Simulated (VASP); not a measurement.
# Y (P6_3/mmc) in VASP: further runs

Y is run at these levels: PBE; tasks: single point.

Program: VASP 6.6.1. These are calculated values, not measurements. Logs are shortened: lines on timing, memory, paths and dates and some standing lists are left out, and cuts for length are marked.

### 1 The cell of the first run

It takes space group P6_3/mmc (No. 194, hexagonal). Conventional cell: a = 2.930 Å, b = 2.930 Å, c = 4.866 Å, α = 90.00°, β = 90.00°, γ = 120.00°. Y (site symmetry -6m2) has 12 Y at 2.93 to 2.96 Å within 3.9 Å.

### 2 Single point, PBE

File INCAR:

```
SYSTEM = Y
PREC = Accurate ; ENCUT = 520
EDIFF = 1E-6 ; ISMEAR = -1
SIGMA = 0.05 ; LREAL = .False.
LASPH = .True. ; NELM = 80
ALGO = Normal ; ISIF = 2
LWAVE = .False. ; LCHARG = .False.
GGA = PE ; NBANDS = 18
```

File KPOINTS:

```
Automatic mesh
0
Gamma
  14 14 7
  0 0 0
```

File POSCAR:

```
Y
1.0
    2.9303226138      0.0000000000      0.0000000000
   -1.4651613069      2.5377338248      0.0000000000
    0.0000000000      0.0000000000      4.8658684447
Y
2
Direct
    0.3333333333      0.6666666667      0.2500000000
    0.6666666667      0.3333333333      0.7500000000
```

Potentials or basis: VASP PAW PBE potentials, release 64 (Y_sv).

Run with:

```console
$ cat potpaw_PBE.64/Y_sv/POTCAR > POTCAR
$ mpirun -np 1 vasp_std > vasp.out
```

OUTCAR:

```text
SYSTEM = Y
   PREC = Accurate
   ENCUT = 520
   EDIFF = 1E-6
   ISMEAR = -1
   LREAL = .False.
   LASPH = .True.
   NELM = 80
   ISIF = 2
   GGA = PE

 ion  position               nearest neighbor table
   1  0.333  0.667  0.250-   2 2.96   2 2.96   2 2.96   2 2.96   2 2.96   2 2.96   2 4.17   2 4.17
                             2 4.17   2 4.17   2 4.17   2 4.17
   2  0.667  0.333  0.750-   1 2.96   1 2.96   1 2.96   1 2.96   1 2.96   1 2.96   1 4.17   1 4.17
                             1 4.17   1 4.17   1 4.17   1 4.17

  LATTYP: Found a hexagonal cell.
 ALAT       =     2.9303226138
 C/A-ratio  =     1.6605231184

  Lattice vectors:

 A1 = (   2.9303226138,   0.0000000000,   0.0000000000)
 A2 = (  -1.4651613069,   2.5377338248,   0.0000000000)
 A3 = (   0.0000000000,   0.0000000000,   4.8658684447)

Analysis of symmetry for initial positions (statically):
=====================================================================
 Subroutine PRICEL returns:
 Original cell was already a primitive cell.

 Routine SETGRP: Setting up the symmetry group for a
 hexagonal supercell.

 Subroutine GETGRP returns: Found 24 space group operations
 (whereof 12 operations were pure point group operations)
 out of a pool of 24 trial point group operations.

The static configuration has the point symmetry D_3d.
 The point group associated with its full space group is D_6h.

Analysis of symmetry for dynamics (positions and initial velocities):
=====================================================================
 Subroutine PRICEL returns:
 Original cell was already a primitive cell.

 Routine SETGRP: Setting up the symmetry group for a
 hexagonal supercell.

 Subroutine GETGRP returns: Found 24 space group operations
 (whereof 12 operations were pure point group operations)
 out of a pool of 24 trial point group operations.

The dynamic configuration has the point symmetry D_3d.
 The point group associated with its full space group is D_6h.

 Subroutine INISYM returns: Found 24 space group operations
 (whereof 12 operations are pure point group operations),
 and found     1 'primitive' translations

----------------------------------------------------------------------------------------

                                     Primitive cell

  volume of cell :      36.1844

  direct lattice vectors                    reciprocal lattice vectors
     2.930322614  0.000000000  0.000000000     0.341259353  0.197026179  0.000000000
    -1.465161307  2.537733825  0.000000000     0.000000000  0.394052359  0.000000000
     0.000000000  0.000000000  4.865868445     0.000000000  0.000000000  0.205513160

  length of vectors
     2.930322614  2.930322614  4.865868445     0.394052359  0.394052359  0.205513160

  position of ions in fractional coordinates (direct lattice)
     0.333333333  0.666666667  0.250000000
     0.666666667  0.333333333  0.750000000

  ion indices of the primitive-cell ions
   primitive index   ion index
                 1           1
                 2           2

----------------------------------------------------------------------------------------

 KPOINTS: Automatic mesh

Automatic generation of k-mesh.
 Grid dimensions read from file:
 generate k-points for:   14   14    7

 Generating k-lattice:

  Cartesian coordinates                     Fractional coordinates (reciprocal lattice)
     0.024375668  0.014073299  0.000000000     0.071428571  0.000000000  0.000000000
     0.000000000  0.028146597  0.000000000     0.000000000  0.071428571  0.000000000
     0.000000000  0.000000000  0.029359023     0.000000000  0.000000000  0.142857143

  Length of vectors
     0.028146597  0.028146597  0.029359023

  Shift w.r.t. Gamma in fractional coordinates (k-lattice)
     0.000000000  0.000000000  0.000000000

 Subroutine IBZKPT returns following result:
 ===========================================

 Found     96 irreducible k-points:

 Following reciprocal coordinates:
            Coordinates               Weight
  0.000000  0.000000  0.000000      1.000000
  0.071429  0.000000  0.000000      6.000000
  0.142857 -0.000000  0.000000      6.000000
  0.214286  0.000000  0.000000      6.000000
  0.285714  0.000000  0.000000      6.000000
  0.357143  0.000000  0.000000      6.000000
[... 16 lines left out ...]
  0.285714  0.285714  0.000000      6.000000
  0.357143  0.285714  0.000000      6.000000
 [... further k-points ...]
   k-points           NKPTS =     96   k-points in BZ     NKDIM =     96   number of bands    NBANDS=     18
   number of dos      NEDOS =    301   number of ions     NIONS =      2
   total plane-waves  NPLWV =  20736
   dimension x,y,z NGX =    24 NGY =   24 NGZ =   36
   dimension x,y,z NGXF=    48 NGYF=   48 NGZF=   72
   ions per type =               2
   NGX,Y,Z   is equivalent  to a cutoff of  13.62, 13.62, 12.30 a.u.
   NGXF,Y,Z  is equivalent  to a cutoff of  27.23, 27.23, 24.60 a.u.
 SYSTEM =  Y
   PREC   = accura    normal or accurate (medium, high low for compatibility)
   ISTART =      0    job   : 0-new  1-cont  2-samecut
   ICHARG =      2    charge: 1-file 2-atom 10-const
   ISPIN  =      1    spin polarized calculation?
   LNONCOLLINEAR =      F non collinear calculations
   LSORBIT =      F    spin-orbit coupling
   LASPH  =      T    aspherical Exc in radial PAW
   ENCUT  =  520.0 eV  38.22 Ry    6.18 a.u.   5.45  5.45  9.05*2*pi/ulx,y,z
   NELM   =     80;   NELMIN=  2; NELMDL= -5     # of ELM steps
   EDIFF  = 0.1E-05   stopping-criterion for ELM
   LREAL  =      F    real-space projection
   EDIFFG = 0.1E-04   stopping-criterion for IOM
   NSW    =      0    number of steps for IOM
   IBRION =     -1    ionic relax: 0-MD 1-quasi-New 2-CG
   NFREE  =      0    steps in history (QN), initial steepest desc. (CG)
   ISIF   =      2    stress and relaxation
   ISYM   =      2    0-nonsym 1-usesym 2-fastsym
   POTIM  = 0.5000    time-step for ionic-motion
   TEBEG  =    0.0;   TEEND  =   0.0 temperature during run
   PSTRESS=    0.0 pullay stress
   NELECT =      22.0000    total number of electrons
   NUPDOWN=      -1.0000    fix difference up-down
   EMIN   =  10.00;   EMAX   =-10.00  energy-range for DOS
   EFERMI =   0.00;   METHOD = LEGACY
   ISMEAR =    -1;   SIGMA  =   0.05  broadening in eV -4-tet -1-fermi 0-gaus
   EFERMI_NEDOS =   21; number of points for ismear=-14 and -15
   IALGO  =     38    algorithm
   IMIX   =      4    mixing-type and parameters
     AMIX     =   0.40;   BMIX     =  1.00
     AMIX_MAG =   1.60;   BMIX_MAG =  1.00
  volume/ion in A,a.u.               =      18.09       122.09
  Fermi-wavevector in a.u.,A,eV,Ry     =   1.386889  2.620841 26.170285  1.923462
  Thomas-Fermi vector in A             =   2.511162
   LORBIT       =      0    0 simple, 1 ext, 2 COOP (PROOUT), +10 PAW based schemes
   GGA     = PE    functional components
   LHFCALC =     F    Hartree Fock is set to
   AEXX    =    0.0000 exact exchange contribution
   IVDW    =     0    specifies the selected vdW correction
   LEPSILON=     F    determine dielectric tensor
   LRPA    =     F    only Hartree local field effects (RPA)
 non-spin polarized calculation
  energy-cutoff  :      520.00
  volume of cell :       36.18
 maximum number of plane-waves:       996
 NGX is ok and might be reduce to    24
   NGX = 11   NGY = 11   NGZ = 19

 number of electron      22.0000000 magnetization

 Free energy of the ion-electron system (eV)
  ---------------------------------------------------
  ext. energy  EPLUGINS =         0.00000000
  ---------------------------------------------------
  free energy    TOTEN  =        -9.42644791 eV

  energy without entropy =       -9.41010952  energy(sigma->0) =       -9.41827871

 E-fermi :   6.5519     XC(G=0): -12.0437

 val. band max:        6.5479382724   @ k =   0.1429   0.0714   0.2857
 cond. band min:       6.5542533900   @ k =   0.2143   0.1429   0.4286
 fundamental gap:      0.0063151176
 Fermi energy:         6.5518686067

 k-point     1 :       0.0000    0.0000    0.0000
  band No.  band energies     occupation
      1     -35.5447      2.00000
      2     -34.9314      2.00000
      3     -16.9675      2.00000
      4     -14.2035      2.00000
      5     -14.2035      2.00000
      6     -13.9216      2.00000
[... 10 lines left out ...]
     17      11.1778      0.00000
     18      11.1778      0.00000

 k-point     2 :       0.0714    0.0000    0.0000
  band No.  band energies     occupation
      1     -35.5172      2.00000
      2     -34.9161      2.00000
      3     -16.9197      2.00000
      4     -14.3476      2.00000
      5     -14.2456      2.00000
      6     -14.0042      2.00000
[... 10 lines left out ...]
     17      10.8565      0.00000
     18      10.9342      0.00000

 k-point     3 :       0.1429   -0.0000    0.0000
  band No.  band energies     occupation
      1     -35.4384      2.00000
      2     -34.8740      2.00000
      3     -16.7801      2.00000
      4     -14.7413      2.00000
      5     -14.3906      2.00000
      6     -14.3577      2.00000
[... 10 lines left out ...]
     17      10.3890      0.00000
     18      10.5910      0.00000

 k-point     4 :       0.2143    0.0000    0.0000
  band No.  band energies     occupation
      1     -35.3197      2.00000
      2     -34.8152      2.00000
      3     -16.5605      2.00000
      4     -15.2854      2.00000
      5     -14.9052      2.00000
      6     -14.5086      2.00000
[... 10 lines left out ...]
     17      10.5860      0.00000
     18      11.5632      0.00000

 k-point     5 :       0.2857    0.0000    0.0000
  band No.  band energies     occupation
      1     -35.1788      2.00000
      2     -34.7546      2.00000
      3     -16.2819      2.00000
      4     -15.8574      2.00000
      5     -15.4318      2.00000
      6     -14.6654      2.00000
[... 10 lines left out ...]
     17      11.9225      0.00000
     18      12.8305      0.00000

 k-point     6 :       0.3571    0.0000    0.0000
  band No.  band energies     occupation
      1     -35.0390      2.00000
      2     -34.7087      2.00000
      3     -16.3470      2.00000
      4     -15.9775      2.00000
      5     -15.8766      2.00000
      6     -14.7992      2.00000
[... 10 lines left out ...]
     17      13.4918      0.00000
     18      14.2725      0.00000

 k-point     7 :       0.4286    0.0000    0.0000
  band No.  band energies     occupation
      1     -34.9289      2.00000
      2     -34.6880      2.00000
      3     -16.6730      2.00000
      4     -16.1713      2.00000
      5     -15.7055      2.00000
      6     -14.8885      2.00000
[... 10 lines left out ...]
     17      15.3144      0.00000
     18      15.6564      0.00000

 k-point     8 :       0.5000    0.0000    0.0000
  band No.  band energies     occupation
      1     -34.8840      2.00000
      2     -34.6857      2.00000
      3     -16.7871      2.00000
      4     -16.2742      2.00000
      5     -15.5816      2.00000
      6     -14.9198      2.00000
[... 10 lines left out ...]
     17      15.9264      0.00000
     18      16.4186      0.00000
[... 229 lines left out ...]
     17      15.0835      0.00000
     18      15.0972      0.00000

 k-point    20 :       0.2143    0.2143    0.0000
  band No.  band energies     occupation
      1     -35.0023      2.00000
      2     -34.6975      2.00000
      3     -16.0743      2.00000
      4     -15.9444      2.00000
      5     -15.8958      2.00000
      6     -15.0140      2.00000
[... 10 lines left out ...]
     17      13.9997      0.00000
     18      14.8718      0.00000

 k-point    21 :       0.2857    0.2143    0.0000
  band No.  band energies     occupation
      1     -34.8908      2.00000
      2     -34.6806      2.00000
      3     -16.3286      2.00000
      4     -16.0294      2.00000
      5     -15.6131      2.00000
      6     -15.2924      2.00000
[... 10 lines left out ...]
     17      14.5693      0.00000
     18      14.7091      0.00000

 k-point    22 :       0.3571    0.2143    0.0000
  band No.  band energies     occupation
      1     -34.8142      2.00000
      2     -34.6852      2.00000
      3     -16.4728      2.00000
      4     -16.0170      2.00000
      5     -15.5048      2.00000
      6     -15.3854      2.00000
[... 10 lines left out ...]
     17      14.6171      0.00000
     18      14.6625      0.00000

 k-point    23 :       0.2857    0.2857    0.0000
  band No.  band energies     occupation
      1     -34.8028      2.00000
      2     -34.6864      2.00000
      3     -16.3287      2.00000
      4     -16.0007      2.00000
      5     -15.5813      2.00000
      6     -15.3513      2.00000
[... 10 lines left out ...]
     17      14.4323      0.00000
     18      14.4989      0.00000

 k-point    24 :       0.3571    0.2857    0.0000
  band No.  band energies     occupation
      1     -34.7552      2.00000
      2     -34.7046      2.00000
      3     -16.3184      2.00000
      4     -15.8675      2.00000
      5     -15.7981      2.00000
      6     -15.2522      2.00000
[... 10 lines left out ...]
     17      14.1719      0.00000
     18      14.3336      0.00000

 [... further k-points ...]

------------------------ aborting loop because EDIFF is reached ----------------------------------------

  FORCE on cell =-STRESS in cart. coord.  units (eV):
  Direction    XX          YY          ZZ          XY          YZ          ZX
  --------------------------------------------------------------------------------------
  -------------------------------------------------------------------------------------
  Total       12.6835705     12.6835705     12.5722530      0.0000000     -0.0000000      0.0000000
  in kB      561.6040654    561.6040654    556.6751386      0.0000000     -0.0000000      0.0000000
  external PRESSURE =     559.9610898 kB  Pullay stress =       0.0000000 kB

 VOLUME and BASIS-vectors are now :
 -----------------------------------------------------------------------------
  energy-cutoff  :      520.00
  volume of cell :       36.18
      direct lattice vectors                 reciprocal lattice vectors
     2.930322614  0.000000000  0.000000000     0.341259353  0.197026179  0.000000000
    -1.465161307  2.537733825  0.000000000     0.000000000  0.394052359  0.000000000
     0.000000000  0.000000000  4.865868445     0.000000000  0.000000000  0.205513160

 POSITION                                       TOTAL-FORCE (eV/Angst)
 -----------------------------------------------------------------------------------
     -0.00000      1.69182      1.21647        -0.000000      0.000000      0.000000
      1.46516      0.84591      3.64940         0.000000      0.000000      0.000000
 -----------------------------------------------------------------------------------
    total drift:                               -0.000000      0.000000     -0.000000

  FREE ENERGIE OF THE ION-ELECTRON SYSTEM (eV)
  ---------------------------------------------------
  free  energy   TOTEN  =        -9.4264479073 eV

  energy  without entropy=       -9.4101095225  energy(sigma->0) =       -9.41827871
```

It took 28 s on 1 thread of Intel Xeon Platinum 8488C (Sapphire Rapids), shared host; peak memory 0.2 GiB.

Results:

- Free energy: -9.4264 eV
- Pressure: 56.0 GPa
- Band gap on the k mesh: zero (bands 11 and 12 overlap by 2.58 eV)

Caveat: the cell stands under pressure.

### 3 Single point, PBE (18.09 Å³/atom)

File INCAR:

```
PREC = Accurate
ENCUT = 520
EDIFF = 1E-6
ISMEAR = -1
SIGMA = 0.05
LREAL = False
LASPH = True
NELM = 80
ALGO = Normal
ISIF = 2
LWAVE = False
LCHARG = True
GGA = PE
LELF = True
LVHAR = True
NBANDS = 18
```

File KPOINTS:

```
Automatic mesh
0
Gamma
  14 14 7
```

POSCAR is that of step 2.

Potentials or basis: VASP PAW PBE potentials, release 64 (Y_sv).

Run with:

```console
$ cat potpaw_PBE.64/Y_sv/POTCAR > POTCAR
$ mpirun -np 1 vasp_std > vasp.out
```

Wall time 31 s (1 thread of Intel Xeon Platinum 8488C (Sapphire Rapids), shared host); peak memory 0.2 GiB.

The run converged. Its results:

- Free energy: -9.4264 eV
- Pressure: 56.0 GPa
- Band gap on the k mesh: zero (bands 11 and 12 overlap by 2.58 eV)

Stress tensor (GPa, compression positive):
```
56.16  0.00  0.00
 0.00 56.16  0.00
 0.00  0.00 55.67
```

Levels at points of the mesh, in eV from the Fermi level:
| k point | band 9 | band 10 | band 11 | band 12 | band 13 | band 14 |
| --- | --- | --- | --- | --- | --- | --- |
| (0.00, 0.00, 0.00) | -4.75 | -2.81 | 1.88 | 2.19 | 2.19 | 3.22 |
| (0.50, 0.00, 0.00) | -2.94 | -2.31 | -1.87 | 1.96 | 2.27 | 2.46 |

Caveat: the cell stands under pressure.
